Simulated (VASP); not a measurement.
Runs of VASP 6.6.1 on Cu3N. The structure is that of space group Pm-3m (No. 221), or close to it. The cells are those of the table. 

```csv
cell,gap on the mesh (eV),pressure (GPa)
"a = 3.906 Å, 4 atoms",1.10,-5.8
"a = 3.703 Å, 4 atoms",1.40,15.1
"a = 3.857 Å, 4 atoms",1.23,-2.0
"a = 3.648 Å, 4 atoms",1.36,23.9
"a = 3.756 Å, 4 atoms",1.44,8.1
"a = 3.807 Å, 4 atoms",(a),(b)
"a = 3.954 Å, 4 atoms",0.99,-8.7
```

Alike in all rows: task single point; level PBE; potentials or basis VASP PAW PBE potentials, release 64 (Cu, N); no spin polarisation; k mesh 5 × 5 × 5; cutoff (eV) 600; smearing fermi-dirac 0.1 eV.

Problem. Estimate the missing entries.

Solution. (a) 1.37; (b) 2.5.

A k mesh can miss the band edges.
